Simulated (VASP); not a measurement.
A run of VASP 6.6.1 is set up as follows.

The input INCAR:

```
SYSTEM = La
ALGO = Normal
EDIFF = 1E-6
ENCUT = 520
GGA = CA
ISIF = 2
ISMEAR = -1
LASPH = .TRUE.
LCHARG = .TRUE.
LELF = .TRUE.
LREAL = .FALSE.
LVHAR = .TRUE.
LWAVE = .FALSE.
NBANDS = 12
NELM = 80
PREC = Accurate
SIGMA = 0.03
```

The input KPOINTS:

```
k-points
0
G
  11 11 11
  0 0 0
```

The input POSCAR:

```
La
1.0
   -2.0951271325      2.0951271325      2.0951271325
    2.0951271325     -2.0951271325      2.0951271325
    2.0951271325      2.0951271325     -2.0951271325
La
1
Direct
    0.0000000000      0.0000000000      0.0000000000
```

Potentials or basis: VASP PAW LDA potentials, release 64 (La).

Command:

```console
$ cat potpaw_LDA.64/La/POTCAR > POTCAR
$ mpirun -np 1 vasp_std > vasp.out
```

Problem. Estimate the pressure.

Solution. -2.8 GPa.
